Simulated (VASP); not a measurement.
# SiC5 (R32) in VASP: a series of runs

The runs below take SiC5 through single point, relaxation of cell and atoms, with PBE.

Program: VASP 6.6.1. These are calculated values, not measurements. Logs are shortened: lines on timing, memory, paths and dates and some standing lists are left out, and cuts for length are marked.

### Step 1. The cell of the first run

Symmetry: R32, No. 155, trigonal system. The conventional cell has a = 4.305 Å, b = 4.305 Å, c = 12.963 Å, α = 90.00°, β = 90.00°, γ = 120.00°. Si (site symmetry 32) has 14 C at 2.32 to 3.19 Å within 3.2 Å. Within 1.9 Å of C (site symmetry 2) lie 2 C at 1.42 Å. C (site symmetry 3) has 3 C at 1.42 Å within 1.9 Å.

The cell was built from a structure type or drawn by symmetry, and may not be a known phase.

### Step 2. Single point, PBE

Input file INCAR:

```
SYSTEM = SiC5
ALGO = Normal ; EDIFF = 1E-6
ENCUT = 520 ; GGA = PE
ISIF = 2 ; ISMEAR = 0
LASPH = .TRUE. ; LCHARG = .FALSE.
LREAL = .FALSE. ; LWAVE = .FALSE.
NBANDS = 21 ; NELM = 100
PREC = Accurate ; SIGMA = 0.1
```

Input file KPOINTS:

```
k-points
0
G
  12 12 12
  0 0 0
```

Input file POSCAR:

```
SiC5
1.0
    2.1523624232      1.2426670245      4.3210812897
   -2.1523624232      1.2426670245      4.3210812897
    0.0000000000     -2.4853340489      4.3210812897
Si C
1 5
Direct
    0.0000000000      0.0000000000      0.0000000000
    0.8433674203      0.5000000000      0.1566325797
    0.1566325797      0.8433674203      0.5000000000
    0.5000000000      0.1566325797      0.8433674203
    0.1793044798      0.1793044798      0.1793044798
    0.8206955202      0.8206955202      0.8206955202
```

Potentials or basis: VASP PAW PBE potentials, release 64 (Si, C).

Command:

```console
$ cat potpaw_PBE.64/Si/POTCAR potpaw_PBE.64/C/POTCAR > POTCAR
$ mpirun -np 1 vasp_std > vasp.out
```

OUTCAR:

```text
SYSTEM = SiC5
   EDIFF = 1E-6
   ENCUT = 520
   GGA = PE
   ISIF = 2
   ISMEAR = 0
   LASPH = .TRUE.
   LREAL = .FALSE.
   NELM = 100
   PREC = Accurate

 ion  position               nearest neighbor table
   1  0.000  0.000  0.000-   5 2.32   6 2.32   2 2.58   4 2.58   3 2.58   3 2.58   2 2.58   4 2.58

   2  0.843  0.500  0.157-   5 1.42   6 1.42   1 2.58   1 2.58
   3  0.157  0.843  0.500-   5 1.42   6 1.42   1 2.58   1 2.58
   4  0.500  0.157  0.843-   6 1.42   5 1.42   1 2.58   1 2.58
   5  0.179  0.179  0.179-   2 1.42   4 1.42   3 1.42   1 2.32
   6  0.821  0.821  0.821-   4 1.42   2 1.42   3 1.42   1 2.32

  LATTYP: Found a trigonal (rhomboedric) cell.
 ALAT       =     4.9848399018
 COS(alpha) =     0.6271292046

  Lattice vectors:

 A1 = (   2.1523624232,   1.2426670245,   4.3210812897)
 A2 = (  -2.1523624232,   1.2426670245,   4.3210812897)
 A3 = (   0.0000000000,  -2.4853340489,   4.3210812897)

Analysis of symmetry for initial positions (statically):
=====================================================================
 Subroutine PRICEL returns:
 Original cell was already a primitive cell.

 Routine SETGRP: Setting up the symmetry group for a
 trigonal (rhombohedral) supercell.

 Subroutine GETGRP returns: Found  6 space group operations
 (whereof  6 operations were pure point group operations)
 out of a pool of 12 trial point group operations.

The static configuration has the point symmetry D_3 .

Analysis of symmetry for dynamics (positions and initial velocities):
=====================================================================
 Subroutine PRICEL returns:
 Original cell was already a primitive cell.

 Routine SETGRP: Setting up the symmetry group for a
 trigonal (rhombohedral) supercell.

 Subroutine GETGRP returns: Found  6 space group operations
 (whereof  6 operations were pure point group operations)
 out of a pool of 12 trial point group operations.

The dynamic configuration has the point symmetry D_3 .

 Subroutine INISYM returns: Found  6 space group operations
 (whereof  6 operations are pure point group operations),
 and found     1 'primitive' translations

----------------------------------------------------------------------------------------

                                     Primitive cell

  volume of cell :      69.3448

  direct lattice vectors                    reciprocal lattice vectors
     2.152362423  1.242667024  4.321081290     0.232302885  0.134120133  0.077141185
    -2.152362423  1.242667024  4.321081290    -0.232302885  0.134120133  0.077141185
     0.000000000 -2.485334049  4.321081290     0.000000000 -0.268240266  0.077141186

  length of vectors
     4.984839902  4.984839902  4.984839902     0.279112169  0.279112169  0.279112169

  position of ions in fractional coordinates (direct lattice)
     0.000000000  0.000000000  0.000000000
     0.843367420  0.500000000  0.156632580
     0.156632580  0.843367420  0.500000000
     0.500000000  0.156632580  0.843367420
     0.179304480  0.179304480  0.179304480
     0.820695520  0.820695520  0.820695520

  ion indices of the primitive-cell ions
   primitive index   ion index
                 1           1
                 2           2
                 3           3
                 4           4
                 5           5
                 6           6

----------------------------------------------------------------------------------------

 KPOINTS: k-points

Automatic generation of k-mesh.
 Grid dimensions read from file:
 generate k-points for:   12   12   12

 Generating k-lattice:

  Cartesian coordinates                     Fractional coordinates (reciprocal lattice)
     0.019358574  0.011176678  0.006428432     0.083333333  0.000000000  0.000000000
    -0.019358574  0.011176678  0.006428432     0.000000000  0.083333333  0.000000000
     0.000000000 -0.022353356  0.006428432     0.000000000  0.000000000  0.083333333

  Length of vectors
     0.023259347  0.023259347  0.023259347

  Shift w.r.t. Gamma in fractional coordinates (k-lattice)
     0.000000000  0.000000000  0.000000000

 Subroutine IBZKPT returns following result:
 ===========================================

 Found    189 irreducible k-points:

 Following reciprocal coordinates:
            Coordinates               Weight
  0.000000  0.000000  0.000000      1.000000
  0.083333  0.000000  0.000000      6.000000
  0.166667  0.000000  0.000000      6.000000
  0.250000  0.000000 -0.000000      6.000000
  0.333333  0.000000  0.000000      6.000000
  0.416667 -0.000000 -0.000000      6.000000
[... 16 lines left out ...]
  0.500000  0.166667 -0.000000     12.000000
 -0.416667  0.166667  0.000000     12.000000
 [... further k-points ...]
   k-points           NKPTS =    189   k-points in BZ     NKDIM =    189   number of bands    NBANDS=     21
   number of dos      NEDOS =    301   number of ions     NIONS =      6
   total plane-waves  NPLWV =  64000
[... 31 lines left out ...]
   EFERMI_NEDOS =   21; number of points for ismear=-14 and -15
   IALGO  =     38    algorithm
   IMIX   =      4    mixing-type and parameters
     AMIX     =   0.40;   BMIX     =  1.00
     AMIX_MAG =   1.60;   BMIX_MAG =  1.00
  volume/ion in A,a.u.               =      11.56        77.99
  Fermi-wavevector in a.u.,A,eV,Ry     =   1.149407  2.172065 17.975163  1.321137
  Thomas-Fermi vector in A             =   2.286077
   LORBIT       =      0    0 simple, 1 ext, 2 COOP (PROOUT), +10 PAW based schemes
   GGA     = PE    functional components
   LHFCALC =     F    Hartree Fock is set to
   AEXX    =    0.0000 exact exchange contribution
   IVDW    =     0    specifies the selected vdW correction
   LEPSILON=     F    determine dielectric tensor
   LRPA    =     F    only Hartree local field effects (RPA)
 non-spin polarized calculation
 Gauss-broadening in eV      SIGMA  =   0.10
  energy-cutoff  :      520.00
  volume of cell :       69.34
 maximum number of plane-waves:      1884
 NGX is ok and might be reduce to    40
   NGX = 19   NGY = 19   NGZ = 19

 number of electron      24.0000000 magnetization

 Free energy of the ion-electron system (eV)
  ---------------------------------------------------
  ext. energy  EPLUGINS =         0.00000000
  ---------------------------------------------------
  free energy    TOTEN  =       -41.15678898 eV

  energy without entropy =      -41.14273654  energy(sigma->0) =      -41.14976276

 E-fermi :   4.8254     XC(G=0):  -9.9521

 val. band max:        4.8223356545   @ k =  -0.4167   0.1667   0.1667
 cond. band min:       4.8282373802   @ k =  -0.4167   0.3333   0.0000
 fundamental gap:      0.0059017257
 Fermi energy:         4.8254275854

 k-point     1 :       0.0000    0.0000    0.0000
  band No.  band energies     occupation
      1     -14.2713      2.00000
      2      -8.7946      2.00000
      3      -7.5701      2.00000
      4      -7.5701      2.00000
      5      -3.5724      2.00000
      6      -3.5724      2.00000
[... 13 lines left out ...]
     20      13.0816      0.00000
     21      13.6482      0.00000

 k-point     2 :       0.0833    0.0000    0.0000
  band No.  band energies     occupation
      1     -14.2254      2.00000
      2      -9.1493      2.00000
      3      -7.6119      2.00000
      4      -7.2442      2.00000
      5      -3.6086      2.00000
      6      -3.4723      2.00000
[... 13 lines left out ...]
     20      13.2334      0.00000
     21      13.7672      0.00000

 k-point     3 :       0.1667    0.0000    0.0000
  band No.  band energies     occupation
      1     -14.0895      2.00000
      2      -9.7916      2.00000
      3      -7.7185      2.00000
      4      -6.7081      2.00000
      5      -3.6586      2.00000
      6      -3.3767      2.00000
[... 13 lines left out ...]
     20      13.4123      0.00000
     21      13.9507      0.00000
[... 457 lines left out ...]
 k-point    23 :       0.5000    0.1667   -0.0000
  band No.  band energies     occupation
      1     -13.1254      2.00000
      2     -11.7648      2.00000
      3      -8.3917      2.00000
      4      -5.2737      2.00000
      5      -3.5007      2.00000
      6      -3.3109      2.00000
[... 13 lines left out ...]
     20      13.7345      0.00000
     21      14.0185      0.00000

 k-point    24 :      -0.4167    0.1667    0.0000
  band No.  band energies     occupation
      1     -12.9608      2.00000
      2     -11.9862      2.00000
      3      -8.4371      2.00000
      4      -5.2124      2.00000
      5      -3.3644      2.00000
      6      -3.0466      2.00000
[... 13 lines left out ...]
     20      13.6418      0.00000
     21      13.9875      0.00000

 [... further k-points ...]

------------------------ aborting loop because EDIFF is reached ----------------------------------------

  FORCE on cell =-STRESS in cart. coord.  units (eV):
  Direction    XX          YY          ZZ          XY          YZ          ZX
  --------------------------------------------------------------------------------------
  -------------------------------------------------------------------------------------
  Total        0.1678832      0.1678832      0.0644123      0.0000000      0.0000000     -0.0000000
  in kB        3.8788595      3.8788595      1.4882152      0.0000000      0.0000000     -0.0000000
  external PRESSURE =       3.0819780 kB  Pullay stress =       0.0000000 kB

 VOLUME and BASIS-vectors are now :
 -----------------------------------------------------------------------------
  energy-cutoff  :      520.00
  volume of cell :       69.34
      direct lattice vectors                 reciprocal lattice vectors
     2.152362423  1.242667024  4.321081290     0.232302885  0.134120133  0.077141185
    -2.152362423  1.242667024  4.321081290    -0.232302885  0.134120133  0.077141185
     0.000000000 -2.485334049  4.321081290     0.000000000 -0.268240266  0.077141186

 POSITION                                       TOTAL-FORCE (eV/Angst)
 -----------------------------------------------------------------------------------
      0.00000      0.00000      0.00000         0.000000      0.000000      0.000000
      0.73905      1.28007      6.48162        -0.015641     -0.027091      0.000000
     -1.47810      0.00000      6.48162         0.031282      0.000000     -0.000000
      0.73905     -1.28007      6.48162        -0.015641      0.027091      0.000000
      0.00000      0.00000      2.32437         0.000000      0.000000      0.018569
      0.00000      0.00000     10.63888         0.000000     -0.000000     -0.018569
 -----------------------------------------------------------------------------------
    total drift:                               -0.000000     -0.000000      0.000000

  FREE ENERGIE OF THE ION-ELECTRON SYSTEM (eV)
  ---------------------------------------------------
  free  energy   TOTEN  =       -41.1567889764 eV

  energy  without entropy=      -41.1427365393  energy(sigma->0) =      -41.14976276
```

Wall time 9.3 min (1 thread of Intel Xeon Platinum 8175M at 2.50GHz (Skylake/Cascade Lake), shared host); peak memory 0.38 GiB.

What came out:

| Item | Value |
| --- | --- |
| Free energy | -41.1568 eV |
| Pressure | 0.3 GPa |
| Largest force | 0.031 eV/Å |
| Band gap on the k mesh | zero (bands 12 and 13 overlap by 0.32 eV) |

Forces in eV/Å, atoms in the order of the input:
```
Si   0.000  0.000  0.000
C   -0.016 -0.027  0.000
C    0.031  0.000  0.000
C   -0.016  0.027  0.000
C    0.000  0.000  0.019
C    0.000  0.000 -0.019
```

Levels at points of the mesh, in eV from the Fermi level:
| k point | band 9 | band 10 | band 11 | band 12 | band 13 | band 14 | band 15 | band 16 |
| --- | --- | --- | --- | --- | --- | --- | --- | --- |
| (0.00, 0.00, 0.00) | -3.92 | -1.89 | -1.89 | -1.74 | 0.97 | 0.97 | 2.93 | 2.93 |
| (0.50, 0.00, 0.00) | -3.72 | -3.08 | -2.44 | -0.92 | -0.08 | 0.63 | 0.67 | 4.71 |
| (0.50, 0.50, 0.00) | -3.73 | -2.35 | -1.85 | -0.96 | 0.18 | 0.89 | 1.20 | 3.03 |
| (0.50, 0.50, 0.50) | -2.25 | -2.07 | -1.07 | -1.07 | 0.80 | 0.80 | 1.98 | 1.98 |

Caveat: semilocal functionals underestimate gaps, so a narrow gap can read as zero.

### Step 3. Single point, PBE, collinear spin

This run uses another cell than the first one, of 16.27 Å³/atom.

Input file INCAR:

```
PREC = Accurate
ENCUT = 520
EDIFF = 1E-6
ISMEAR = 0
SIGMA = 0.1
LREAL = F
LASPH = T
NELM = 150
ALGO = Normal
ISIF = 2
LWAVE = F
LCHARG = F
ISPIN = 2
MAGMOM = 0 1 1 1 1 1
LORBIT = 11
GGA = PE
NBANDS = 25
```

Input file KPOINTS:

```
regular mesh
0
Gamma
  6 6 6
```

Input file POSCAR:

```
SiC5
1.0
    2.5066478000      1.4472137800      4.4839137200
   -2.5066478000      1.4472137800      4.4839137200
    0.0000000000     -2.8944275700      4.4839137200
Si C
1 5
Direct
    0.0000000000      0.0000000000      0.0000000000
    0.1245954700      0.5000000000      0.8754045300
    0.8754045300      0.1245954700      0.5000000000
    0.5000000000      0.8754045300      0.1245954700
    0.3448401700      0.3448401700      0.3448401700
    0.6551598300      0.6551598300      0.6551598300
```

Potentials or basis: VASP PAW PBE potentials, release 64 (Si, C).

Command:

```console
$ cat potpaw_PBE.64/Si/POTCAR potpaw_PBE.64/C/POTCAR > POTCAR
$ mpirun -np 1 vasp_std > vasp.out
```

Run time: 3.6 min. Hardware: 1 thread of Intel Xeon Platinum 8175M at 2.50GHz (Skylake/Cascade Lake), shared host; peak memory 0.33 GiB.

It converged, with:

- Free energy: -22.5767 eV
- Pressure: -25.7 GPa
- Largest force: 0.300 eV/Å
- Band gap on the k mesh: zero (filled and empty bands overlap)
- Net moment: 0.00 μB per cell
- Valence electrons inside the program's atomic spheres: Si 1.35; C 1.95, 1.94 (each value once)

Forces in eV/Å, atoms in the order of the input:
```
Si   0.000  0.000  0.000
C   -0.150 -0.260  0.000
C    0.300  0.000  0.000
C   -0.150  0.260  0.000
C    0.000  0.000 -0.017
C    0.000  0.000  0.017
```

Stress tensor (GPa, compression positive):
```
-25.08   0.00   0.00
  0.00 -25.08   0.00
  0.00   0.00 -26.94
```

Levels at points of the mesh, in eV from the Fermi level:
Spin up:
| k point | band 10 | band 11 | band 12 | band 13 | band 14 | band 15 |
| --- | --- | --- | --- | --- | --- | --- |
| (0.00, 0.00, 0.00) | -2.08 | -1.63 | -1.63 | -0.80 | -0.20 | -0.20 |
| (0.50, 0.00, 0.00) | -1.19 | -0.39 | -0.01 | 0.72 | 0.86 | 1.41 |
| (0.50, 0.50, 0.00) | -0.82 | -0.30 | 0.01 | 0.75 | 0.76 | 0.90 |
| (0.50, 0.50, 0.50) | -1.10 | -1.10 | -0.36 | 0.44 | 0.44 | 1.21 |
Spin down:
```
           k point  band 9  band 10  band 11  band 12  band 13  band 14  band 15  band 16
(0.00, 0.00, 0.00)   -2.08    -2.08    -1.63    -1.63    -0.80    -0.20    -0.20     2.14
(0.50, 0.00, 0.00)   -2.14    -1.19    -0.39    -0.01     0.72     0.86     1.41     1.52
(0.50, 0.50, 0.00)   -1.01    -0.82    -0.30     0.01     0.75     0.76     0.90     1.25
(0.50, 0.50, 0.50)   -1.38    -1.10    -1.10    -0.36     0.44     0.44     1.21     1.37
```

Caveat: the cell stands under tension.

### Step 4. Relaxation of cell and atoms, PBE

This run uses another cell than the first one, of 11.50 Å³/atom.

Input file INCAR:

```
PREC = Accurate
ENCUT = 600
EDIFF = 1E-6
ISMEAR = 0
SIGMA = 0.1
LREAL = False
LASPH = True
NELM = 60
ALGO = Normal
ISIF = 3
LWAVE = False
LCHARG = False
GGA = PE
IBRION = 2
NSW = 100
EDIFFG = -0.01
```

Input file KPOINTS:

```
Automatic mesh
0
Gamma
  12 12 12
```

Input file POSCAR:

```
SiC5
1.0
    2.1491899746      1.2408354104      4.3119754651
   -2.1491899746      1.2408354104      4.3119754651
    0.0000000000     -2.4816708207      4.3119754651
Si C
1 5
Direct
    0.0000000000      0.0000000000      0.0000000000
    0.8424464092      0.5000000000      0.1575535908
    0.1575535908      0.8424464092      0.5000000000
    0.5000000000      0.1575535908      0.8424464092
    0.1796779229      0.1796779229      0.1796779229
    0.8203220771      0.8203220771      0.8203220771
```

Command:

```console
$ cat potpaw_PBE.64/Si/POTCAR potpaw_PBE.64/C/POTCAR > POTCAR
$ mpirun -np 1 vasp_std > vasp.out
```

Wall time 4.7 min (1 thread of Intel Xeon 6975P-C (Granite Rapids), shared host); peak memory 0.39 GiB.

Results (log left out):

```
Free energy                           : -41.1653 eV
Relaxed volume                        : 11.52 Å³/atom
Relaxed cell                          : a = 4.977 Å, b = 4.977 Å, c = 4.977 Å, α = 51.20°, β = 51.20°, γ = 51.20°
Space group after relaxing (to 0.1 Å) : R32 (No. 155)
Energy gained by relaxing             : 0.0 meV/atom
Ionic steps                           : 4
Pressure after relaxing               : 0.0 GPa
Largest force after relaxing          : 0.008 eV/Å
Band gap on the k mesh                : zero (bands 12 and 13 overlap by 0.32 eV)
```

Forces in eV/Å, atoms in the order of the input:
```
Si   0.000  0.000  0.000
C    0.004  0.007  0.000
C   -0.008  0.000  0.000
C    0.004 -0.007  0.000
C    0.000  0.000 -0.007
C    0.000  0.000  0.007
```

Step by step:
```csv
step,energy change (eV),largest force (eV/Å),pressure (GPa),volume (Å³)
1,0.0000,0.0176,0.20,68.99
2,0.0000,0.0367,-0.18,69.14
3,-0.0001,0.0198,-0.01,69.07
4,-0.0001,0.0080,0.03,69.10
```

Final structure:
```yaml
crystal:
  lattice:
    - [2.15047, 1.24157, 4.31337]
    - [-2.15047, 1.24157, 4.31337]
    - [0.00000, -2.48315, 4.31337]
  atoms:
    - { symbol: Si, position: [0.00000, 0.00000, 0.00000] }
    - { symbol: C, position: [0.84254, 0.50000, 0.15746] }
    - { symbol: C, position: [0.15746, 0.84254, 0.50000] }
    - { symbol: C, position: [0.50000, 0.15746, 0.84254] }
    - { symbol: C, position: [0.17956, 0.17956, 0.17956] }
    - { symbol: C, position: [0.82044, 0.82044, 0.82044] }
```

Levels at points of the mesh, in eV from the Fermi level:
| k point | band 10 | band 11 | band 12 | band 13 | band 14 | band 15 |
| --- | --- | --- | --- | --- | --- | --- |
| (0.00, 0.00, 0.00) | -1.90 | -1.90 | -1.76 | 0.99 | 0.99 | 2.93 |
| (0.50, 0.00, 0.00) | -3.09 | -2.46 | -0.92 | -0.08 | 0.60 | 0.67 |
| (0.50, 0.50, 0.00) | -2.34 | -1.86 | -0.96 | 0.18 | 0.89 | 1.20 |
| (0.50, 0.50, 0.50) | -2.05 | -1.08 | -1.08 | 0.81 | 0.81 | 1.99 |

Caveat: semilocal functionals underestimate gaps, so a narrow gap can read as zero.

### Step 5. Overview

| task | spin | cell | k mesh | cutoff (eV) | gap on the mesh (eV) | pressure (GPa) | largest force (eV/Å) |
| --- | --- | --- | --- | --- | --- | --- | --- |
| single point | off | a = 4.985 Å, angles 51.2°, 6 atoms, atomic positions A | 12 × 12 × 12 | 520 | none | 0.3 | 0.03 |
| single point | collinear | a = 5.337 Å, angles 56.0°, 6 atoms, atomic positions B | 6 × 6 × 6 | 520 | none | -25.7 | 0.30 |
| relaxation of cell and atoms | off | relaxed from a = 4.975 Å, angles 51.2°, 6 atoms, atomic positions A | 12 × 12 × 12 | 600 | none | 0.0 | 0.01 |

Alike in all rows: level PBE; potentials or basis VASP PAW PBE potentials, release 64 (Si, C); smearing gaussian 0.1 eV.

Caveats: semilocal functionals underestimate gaps, so a narrow gap can read as zero (at least some runs); the cell stands under tension (at least some runs).

Absolute energies hang on the potentials; compare differences alone.
